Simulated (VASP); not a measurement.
# GeP4 (P4/nbm) in VASP: further runs

GeP4 is run at these levels: PBE; tasks: single point.

All numbers are computed with VASP 6.6.1; they aren't measurements. Logs are shortened: lines on timing, memory, paths and dates and some standing lists are left out, and cuts for length are marked.

## 1. The cell of the first run

Symmetry: P4/nbm, No. 125, tetragonal system. Conventional cell: a = 6.149 Å, b = 6.149 Å, c = 4.832 Å, α = 90.00°, β = 90.00°, γ = 90.00°. Within 3.8 Å of Ge (site symmetry 422) lie 8 P at 2.87 Å. P (site symmetry m) has 4 P at 2.23 to 2.75 Å and 2 Ge at 2.87 Å within 2.9 Å.

## 2. Single point, PBE

INCAR reads:

```
SYSTEM = GeP4
PREC     = Accurate       ! precision mode
ENCUT    = 520            ! plane-wave cutoff, eV
EDIFF    = 1E-7           ! SCF threshold, eV
ISMEAR   = 0              ! smearing method
SIGMA    = 0.1            ! smearing width, eV
LREAL    = .False.        ! projectors in reciprocal space
LASPH    = .True.         ! aspherical terms in the spheres
NELM     = 80             ! most SCF steps
ALGO     = Normal         ! electronic algorithm
ISIF     = 2              ! what is computed and relaxed
LWAVE    = .False.        ! write WAVECAR
LCHARG   = .False.        ! write CHGCAR
GGA      = PE             ! functional
NBANDS   = 45             ! bands
```

KPOINTS reads:

```
Automatic mesh
0
Gamma
  4 4 4
  0 0 0
```

POSCAR reads:

```
GeP4
1.0
    6.1489900135      0.0000000000      0.0000000000
    0.0000000000      6.1489900135      0.0000000000
    0.0000000000      0.0000000000      4.8315615482
Ge P
2 8
Direct
    0.5000000000      0.5000000000      0.0000000000
    0.0000000000      0.0000000000      0.0000000000
    0.6279864332      0.8720135668      0.3191919208
    0.8720135668      0.3720135668      0.3191919208
    0.1279864332      0.3720135668      0.6808080792
    0.8720135668      0.6279864332      0.6808080792
    0.6279864332      0.1279864332      0.6808080792
    0.3720135668      0.8720135668      0.6808080792
    0.3720135668      0.1279864332      0.3191919208
    0.1279864332      0.6279864332      0.3191919208
```

Potentials or basis: VASP PAW PBE potentials, release 64 (Ge_d, P).

On the command line:

```bash
cat potpaw_PBE.64/Ge_d/POTCAR potpaw_PBE.64/P/POTCAR > POTCAR
mpirun -np 1 vasp_std > vasp.out
```

OUTCAR:

```text
SYSTEM = GeP4
   PREC = Accurate
   ENCUT = 520
   EDIFF = 1E-7
   ISMEAR = 0
   LREAL = .False.
   LASPH = .True.
   NELM = 80
   ISIF = 2
   GGA = PE

 ion  position               nearest neighbor table
   1  0.500  0.500  0.000-   3 2.87   4 2.87   5 2.87   6 2.87   7 2.87   8 2.87   9 2.87  10 2.87

   2  0.000  0.000  0.000-   3 2.87   4 2.87   5 2.87   6 2.87   7 2.87   8 2.87   9 2.87  10 2.87

   3  0.628  0.872  0.319-   9 2.23   8 2.35   7 2.35   6 2.75   1 2.87   2 2.87
   4  0.872  0.372  0.319-  10 2.23   6 2.35   5 2.35   7 2.75   1 2.87   2 2.87
   5  0.128  0.372  0.681-   6 2.23   4 2.35  10 2.35   9 2.75   1 2.87   2 2.87
   6  0.872  0.628  0.681-   5 2.23   4 2.35  10 2.35   3 2.75   1 2.87   2 2.87
   7  0.628  0.128  0.681-   8 2.23   3 2.35   9 2.35   4 2.75   1 2.87   2 2.87
   8  0.372  0.872  0.681-   7 2.23   3 2.35   9 2.35  10 2.75   1 2.87   2 2.87
   9  0.372  0.128  0.319-   3 2.23   7 2.35   8 2.35   5 2.75   1 2.87   2 2.87
  10  0.128  0.628  0.319-   4 2.23   5 2.35   6 2.35   8 2.75   1 2.87   2 2.87

  LATTYP: Found a simple tetragonal cell.
 ALAT       =     6.1489900135
 C/A-ratio  =     0.7857488039

  Lattice vectors:

 A1 = (   6.1489900135,   0.0000000000,   0.0000000000)
 A2 = (   0.0000000000,   6.1489900135,   0.0000000000)
 A3 = (   0.0000000000,   0.0000000000,   4.8315615482)

Analysis of symmetry for initial positions (statically):
=====================================================================
 Subroutine PRICEL returns:
 Original cell was already a primitive cell.

 Routine SETGRP: Setting up the symmetry group for a
 simple tetragonal supercell.

 Subroutine GETGRP returns: Found 16 space group operations
 (whereof  8 operations were pure point group operations)
 out of a pool of 16 trial point group operations.

The static configuration has the point symmetry D_4 .
 The point group associated with its full space group is D_4h.

Analysis of symmetry for dynamics (positions and initial velocities):
=====================================================================
 Subroutine PRICEL returns:
 Original cell was already a primitive cell.

 Routine SETGRP: Setting up the symmetry group for a
 simple tetragonal supercell.

 Subroutine GETGRP returns: Found 16 space group operations
 (whereof  8 operations were pure point group operations)
 out of a pool of 16 trial point group operations.

The dynamic configuration has the point symmetry D_4 .
 The point group associated with its full space group is D_4h.

 Subroutine INISYM returns: Found 16 space group operations
 (whereof  8 operations are pure point group operations),
 and found     1 'primitive' translations

----------------------------------------------------------------------------------------

                                     Primitive cell

  volume of cell :     182.6817

  direct lattice vectors                    reciprocal lattice vectors
     6.148990013  0.000000000  0.000000000     0.162628334  0.000000000  0.000000000
     0.000000000  6.148990013  0.000000000     0.000000000  0.162628334  0.000000000
     0.000000000  0.000000000  4.831561548     0.000000000  0.000000000  0.206972423

  length of vectors
     6.148990013  6.148990013  4.831561548     0.162628334  0.162628334  0.206972423

  position of ions in fractional coordinates (direct lattice)
     0.500000000  0.500000000  0.000000000
     0.000000000  0.000000000  0.000000000
     0.627986433  0.872013567  0.319191921
     0.872013567  0.372013567  0.319191921
     0.127986433  0.372013567  0.680808079
     0.872013567  0.627986433  0.680808079
     0.627986433  0.127986433  0.680808079
     0.372013567  0.872013567  0.680808079
     0.372013567  0.127986433  0.319191921
     0.127986433  0.627986433  0.319191921

  ion indices of the primitive-cell ions
   primitive index   ion index
                 1           1
                 2           2
                 3           3
                 4           4
                 5           5
                 6           6
                 7           7
                 8           8
                 9           9
                10          10

----------------------------------------------------------------------------------------

 KPOINTS: Automatic mesh

Automatic generation of k-mesh.
 Grid dimensions read from file:
 generate k-points for:    4    4    4

 Generating k-lattice:

  Cartesian coordinates                     Fractional coordinates (reciprocal lattice)
     0.040657083  0.000000000  0.000000000     0.250000000  0.000000000  0.000000000
     0.000000000  0.040657083  0.000000000     0.000000000  0.250000000  0.000000000
     0.000000000  0.000000000  0.051743106     0.000000000  0.000000000  0.250000000

  Length of vectors
     0.040657083  0.040657083  0.051743106

  Shift w.r.t. Gamma in fractional coordinates (k-lattice)
     0.000000000  0.000000000  0.000000000

 Subroutine IBZKPT returns following result:
 ===========================================

 Found     18 irreducible k-points:

 Following reciprocal coordinates:
            Coordinates               Weight
  0.000000  0.000000  0.000000      1.000000
  0.250000  0.000000  0.000000      4.000000
  0.500000  0.000000  0.000000      2.000000
  0.250000  0.250000  0.000000      4.000000
  0.500000  0.250000  0.000000      4.000000
  0.500000  0.500000  0.000000      1.000000
[... 10 lines left out ...]
  0.500000  0.250000  0.500000      4.000000
  0.500000  0.500000  0.500000      1.000000
   k-points           NKPTS =     18   k-points in BZ     NKDIM =     18   number of bands    NBANDS=     45
   number of dos      NEDOS =    301   number of ions     NIONS =     10
   total plane-waves  NPLWV =  82944
   dimension x,y,z NGX =    48 NGY =   48 NGZ =   36
   dimension x,y,z NGXF=    96 NGYF=   96 NGZF=   72
   ions per type =               2   8
   NGX,Y,Z   is equivalent  to a cutoff of  12.98, 12.98, 12.39 a.u.
   NGXF,Y,Z  is equivalent  to a cutoff of  25.95, 25.95, 24.77 a.u.
 SYSTEM =  GeP4
   PREC   = accura    normal or accurate (medium, high low for compatibility)
   ISTART =      0    job   : 0-new  1-cont  2-samecut
   ICHARG =      2    charge: 1-file 2-atom 10-const
   ISPIN  =      1    spin polarized calculation?
   LNONCOLLINEAR =      F non collinear calculations
   LSORBIT =      F    spin-orbit coupling
   LASPH  =      T    aspherical Exc in radial PAW
   ENCUT  =  520.0 eV  38.22 Ry    6.18 a.u.  11.43 11.43  8.98*2*pi/ulx,y,z
   NELM   =     80;   NELMIN=  2; NELMDL= -5     # of ELM steps
   EDIFF  = 0.1E-06   stopping-criterion for ELM
   LREAL  =      F    real-space projection
   EDIFFG = 0.1E-05   stopping-criterion for IOM
   NSW    =      0    number of steps for IOM
   IBRION =     -1    ionic relax: 0-MD 1-quasi-New 2-CG
   NFREE  =      0    steps in history (QN), initial steepest desc. (CG)
   ISIF   =      2    stress and relaxation
   ISYM   =      2    0-nonsym 1-usesym 2-fastsym
   POTIM  = 0.5000    time-step for ionic-motion
   TEBEG  =    0.0;   TEEND  =   0.0 temperature during run
   PSTRESS=    0.0 pullay stress
   NELECT =      68.0000    total number of electrons
   NUPDOWN=      -1.0000    fix difference up-down
   EMIN   =  10.00;   EMAX   =-10.00  energy-range for DOS
   EFERMI =   0.00;   METHOD = LEGACY
   ISMEAR =     0;   SIGMA  =   0.10  broadening in eV -4-tet -1-fermi 0-gaus
   EFERMI_NEDOS =   21; number of points for ismear=-14 and -15
   IALGO  =     38    algorithm
   IMIX   =      4    mixing-type and parameters
     AMIX     =   0.40;   BMIX     =  1.00
     AMIX_MAG =   1.60;   BMIX_MAG =  1.00
  volume/ion in A,a.u.               =      18.27       123.28
  Fermi-wavevector in a.u.,A,eV,Ry     =   1.177641  2.225418 18.869068  1.386837
  Thomas-Fermi vector in A             =   2.313984
   LORBIT       =      0    0 simple, 1 ext, 2 COOP (PROOUT), +10 PAW based schemes
   GGA     = PE    functional components
   LHFCALC =     F    Hartree Fock is set to
   AEXX    =    0.0000 exact exchange contribution
   IVDW    =     0    specifies the selected vdW correction
   LEPSILON=     F    determine dielectric tensor
   LRPA    =     F    only Hartree local field effects (RPA)
 non-spin polarized calculation
 Gauss-broadening in eV      SIGMA  =   0.10
  energy-cutoff  :      520.00
  volume of cell :      182.68
 maximum number of plane-waves:      4950
 NGX is ok and might be reduce to    48
   NGX = 23   NGY = 23   NGZ = 17

 number of electron      67.9999985 magnetization

 Free energy of the ion-electron system (eV)
  ---------------------------------------------------
  ext. energy  EPLUGINS =         0.00000000
  ---------------------------------------------------
  free energy    TOTEN  =       -48.59894720 eV

  energy without entropy =      -48.57570874  energy(sigma->0) =      -48.58732797

 E-fermi :   6.8075     XC(G=0): -10.4028

 val. band max:        6.8024853160   @ k =   0.2500   0.2500   0.0000
 cond. band min:       6.8302895750   @ k =   0.5000   0.0000   0.2500
 fundamental gap:      0.0278042591
 Fermi energy:         6.8075078624

 k-point     1 :       0.0000    0.0000    0.0000
  band No.  band energies     occupation
      1     -17.9878      2.00000
      2     -17.9865      2.00000
      3     -17.9855      2.00000
      4     -17.9855      2.00000
      5     -17.9845      2.00000
      6     -17.9845      2.00000
[... 37 lines left out ...]
     44      11.1462      0.00000
     45      11.5904      0.00000

 k-point     2 :       0.2500    0.0000    0.0000
  band No.  band energies     occupation
      1     -17.9876      2.00000
      2     -17.9867      2.00000
      3     -17.9854      2.00000
      4     -17.9854      2.00000
      5     -17.9847      2.00000
      6     -17.9847      2.00000
[... 760 lines left out ...]
 k-point    18 :       0.5000    0.5000    0.5000
  band No.  band energies     occupation
      1     -17.9867      2.00000
      2     -17.9867      2.00000
      3     -17.9860      2.00000
      4     -17.9860      2.00000
      5     -17.9846      2.00000
      6     -17.9846      2.00000
[... 37 lines left out ...]
     44      11.0311      0.00000
     45      11.4235      0.00000

------------------------ aborting loop because EDIFF is reached ----------------------------------------

  FORCE on cell =-STRESS in cart. coord.  units (eV):
  Direction    XX          YY          ZZ          XY          YZ          ZX
  --------------------------------------------------------------------------------------
  -------------------------------------------------------------------------------------
  Total       -0.1853535     -0.1853535     -0.3798134      0.0000000      0.0000000      0.0000000
  in kB       -1.6256096     -1.6256096     -3.3310853      0.0000000      0.0000000      0.0000000
  external PRESSURE =      -2.1941015 kB  Pullay stress =       0.0000000 kB

 VOLUME and BASIS-vectors are now :
 -----------------------------------------------------------------------------
  energy-cutoff  :      520.00
  volume of cell :      182.68
      direct lattice vectors                 reciprocal lattice vectors
     6.148990013  0.000000000  0.000000000     0.162628334  0.000000000  0.000000000
     0.000000000  6.148990013  0.000000000     0.000000000  0.162628334  0.000000000
     0.000000000  0.000000000  4.831561548     0.000000000  0.000000000  0.206972423

 POSITION                                       TOTAL-FORCE (eV/Angst)
 -----------------------------------------------------------------------------------
      3.07450      3.07450      0.00000        -0.000000      0.000000      0.000000
      0.00000      0.00000      0.00000        -0.000000      0.000000      0.000000
      3.86148      5.36200      1.54220        -0.042631      0.042631      0.035882
      5.36200      2.28751      1.54220         0.042631      0.042631      0.035882
      0.78699      2.28751      3.28937        -0.042631      0.042631     -0.035882
      5.36200      3.86148      3.28937         0.042631     -0.042631     -0.035882
      3.86148      0.78699      3.28937        -0.042631     -0.042631     -0.035882
      2.28751      5.36200      3.28937         0.042631      0.042631     -0.035882
      2.28751      0.78699      1.54220         0.042631     -0.042631      0.035882
      0.78699      3.86148      1.54220        -0.042631     -0.042631      0.035882
 -----------------------------------------------------------------------------------
    total drift:                                0.000000      0.000000     -0.000000

  FREE ENERGIE OF THE ION-ELECTRON SYSTEM (eV)
  ---------------------------------------------------
  free  energy   TOTEN  =       -48.5989472022 eV

  energy  without entropy=      -48.5757087384  energy(sigma->0) =      -48.58732797
```

Run time: 3.6 min. Hardware: 1 thread of Intel Xeon Platinum 8259CL at 2.50GHz (Skylake/Cascade Lake), shared host; peak memory 0.32 GiB.

Results:

| Quantity | Value |
| --- | --- |
| Free energy | -48.5989 eV |
| Pressure | -0.2 GPa |
| Largest force | 0.070 eV/Å |
| Band gap on the k mesh | zero (band 34 reaches 8.14 eV, above the bottom of band 35 at 5.76 eV) |

Forces in eV/Å, atoms in the order of the input:
```
Ge   0.000  0.000  0.000
Ge   0.000  0.000  0.000
P   -0.043  0.043  0.036
P    0.043  0.043  0.036
P   -0.043  0.043 -0.036
P    0.043 -0.043 -0.036
P   -0.043 -0.043 -0.036
P    0.043  0.043 -0.036
P    0.043 -0.043  0.036
P   -0.043 -0.043  0.036
```

## 3. Single point, PBE

This run uses another cell than the first one, of 19.62 Å³/atom, 1.074 times its volume.

INCAR reads:

```
  ALGO = Normal
  EDIFF = 1E-6
  ENCUT = 520
  GGA = PE
  ISIF = 2
  ISMEAR = 0
  LASPH = True
  LCHARG = False
  LREAL = False
  LWAVE = False
  NBANDS = 45
  NELM = 60
  PREC = Accurate
  SIGMA = 0.1
```

KPOINTS reads:

```
k-points
0
Gamma
  4 4 4
```

POSCAR reads:

```
GeP4
1.0
    6.0100053800      0.0000000000      0.0000000000
    0.0000000000      6.0100053800      0.0000000000
    0.0000000000      0.0000000000      5.4322349000
Ge P
2 8
Direct
    0.5000000000      0.5000000000      0.0000000000
    0.0000000000      0.0000000000      0.0000000000
    0.6738500600      0.8261499400      0.2517777400
    0.8261499400      0.3261499400      0.2517777400
    0.1738500600      0.3261499400      0.7482222600
    0.8261499400      0.6738500600      0.7482222600
    0.6738500600      0.1738500600      0.7482222600
    0.3261499400      0.8261499400      0.7482222600
    0.3261499400      0.1738500600      0.2517777400
    0.1738500600      0.6738500600      0.2517777400
```

Potentials or basis: VASP PAW PBE potentials, release 64 (Ge_d, P).

On the command line:

```bash
cat potpaw_PBE.64/Ge_d/POTCAR potpaw_PBE.64/P/POTCAR > POTCAR
mpirun -np 1 vasp_std > vasp.out
```

OUTCAR:

```text
EDIFF = 1E-6
   ENCUT = 520
   GGA = PE
   ISIF = 2
   ISMEAR = 0
   LASPH = True
   LREAL = False
   NELM = 60
   PREC = Accurate

 ion  position               nearest neighbor table
   1  0.500  0.500  0.000-   3 2.61   4 2.61   5 2.61   6 2.61   7 2.61   8 2.61   9 2.61  10 2.61

   2  0.000  0.000  0.000-   3 2.61   4 2.61   5 2.61   6 2.61   7 2.61   8 2.61   9 2.61  10 2.61

   3  0.674  0.826  0.252-   1 2.61   2 2.61   9 2.96
   4  0.826  0.326  0.252-   1 2.61   2 2.61  10 2.96
[... 1080 lines left out ...]
  Total       -8.1578709     -8.1578709     -9.1337133      0.0000000      0.0000000      0.0000000
  in kB      -66.6130237    -66.6130237    -74.5812566      0.0000000      0.0000000      0.0000000
  external PRESSURE =     -69.2691014 kB  Pullay stress =       0.0000000 kB

 VOLUME and BASIS-vectors are now :
 -----------------------------------------------------------------------------
  energy-cutoff  :      520.00
  volume of cell :      196.21
      direct lattice vectors                 reciprocal lattice vectors
     6.010005380  0.000000000  0.000000000     0.166389202  0.000000000  0.000000000
     0.000000000  6.010005380  0.000000000     0.000000000  0.166389202  0.000000000
     0.000000000  0.000000000  5.432234900     0.000000000  0.000000000  0.184086296

 POSITION                                       TOTAL-FORCE (eV/Angst)
 -----------------------------------------------------------------------------------
      3.00500      3.00500      0.00000         0.000000     -0.000000      0.000000
      0.00000      0.00000      0.00000         0.000000     -0.000000      0.000000
      4.04984      4.96517      1.36772        -0.141424      0.141424      0.520928
      4.96517      1.96016      1.36772         0.141424      0.141424      0.520928
      1.04484      1.96016      4.06452        -0.141424      0.141424     -0.520928
      4.96517      4.04984      4.06452         0.141424     -0.141424     -0.520928
      4.04984      1.04484      4.06452        -0.141424     -0.141424     -0.520928
      1.96016      4.96517      4.06452         0.141424      0.141424     -0.520928
      1.96016      1.04484      1.36772         0.141424     -0.141424      0.520928
      1.04484      4.04984      1.36772        -0.141424     -0.141424      0.520928
 -----------------------------------------------------------------------------------
    total drift:                                0.000000     -0.000000      0.000000

  FREE ENERGIE OF THE ION-ELECTRON SYSTEM (eV)
  ---------------------------------------------------
  free  energy   TOTEN  =       -42.9721901059 eV

  energy  without entropy=      -42.9353660578  energy(sigma->0) =      -42.95377808
```

OSZICAR:

```text
N       E                     dE             d eps       ncg     rms          rms(c)
DAV:   1     0.588849275989E+03    0.58885E+03   -0.29394E+04  2155   0.240E+03
DAV:   2     0.617296577448E+02   -0.52712E+03   -0.49995E+03  1692   0.743E+02
DAV:   3    -0.358991409564E+02   -0.97629E+02   -0.93123E+02  1949   0.161E+02
DAV:   4    -0.428681881936E+02   -0.69690E+01   -0.67741E+01  1984   0.482E+01
DAV:   5    -0.431049922736E+02   -0.23680E+00   -0.23574E+00  2021   0.903E+00    0.795E+00
DAV:   6    -0.429937475355E+02    0.11124E+00   -0.29507E-01  2067   0.249E+00    0.459E+00
DAV:   7    -0.429724318878E+02    0.21316E-01   -0.14206E-01  2212   0.231E+00    0.527E-01
DAV:   8    -0.429718269497E+02    0.60494E-03   -0.16490E-02  1923   0.715E-01    0.291E-01
DAV:   9    -0.429721408921E+02   -0.31394E-03   -0.20207E-03  1964   0.286E-01    0.135E-01
DAV:  10    -0.429721602902E+02   -0.19398E-04   -0.97565E-05  2374   0.521E-02    0.452E-02
DAV:  11    -0.429721894801E+02   -0.29190E-04   -0.31998E-05  1788   0.302E-02    0.136E-02
DAV:  12    -0.429721901059E+02   -0.62576E-06   -0.29145E-06  1635   0.934E-03
   1 F= -.42972190E+02 E0= -.42953778E+02  d E =-.368240E-01
```

Wall time 2.8 min (1 thread of Intel Xeon Platinum 8259CL at 2.50GHz (Skylake/Cascade Lake), shared host); peak memory 0.35 GiB.

What came out:

* Free energy: -42.9722 eV
* Pressure: -6.9 GPa
* Largest force: 0.558 eV/Å
* Band gap on the k mesh: zero (band 34 reaches 6.56 eV, above the bottom of band 35 at 5.21 eV)

Forces in eV/Å, atoms in the order of the input:
```
Ge   0.000  0.000  0.000
Ge   0.000  0.000  0.000
P   -0.141  0.141  0.521
P    0.141  0.141  0.521
P   -0.141  0.141 -0.521
P    0.141 -0.141 -0.521
P   -0.141 -0.141 -0.521
P    0.141  0.141 -0.521
P    0.141 -0.141  0.521
P   -0.141 -0.141  0.521
```

Levels at points of the mesh, in eV from the Fermi level:
```
           k point  band 32  band 33  band 34  band 35  band 36  band 37
(0.00, 0.00, 0.00)    -1.37    -0.83    -0.51     0.54     0.57     0.57
(0.50, 0.00, 0.00)    -1.15    -0.65    -0.65     0.37     0.37     0.89
(0.50, 0.50, 0.00)    -0.85    -0.34    -0.34     0.43     0.43     0.92
(0.00, 0.00, 0.50)    -0.26    -0.05    -0.05     0.86     1.08     1.39
(0.50, 0.00, 0.50)    -0.57     0.09     0.09     0.36     0.36     0.55
(0.50, 0.50, 0.50)    -1.32    -1.05    -1.05    -0.76    -0.76    -0.23
```
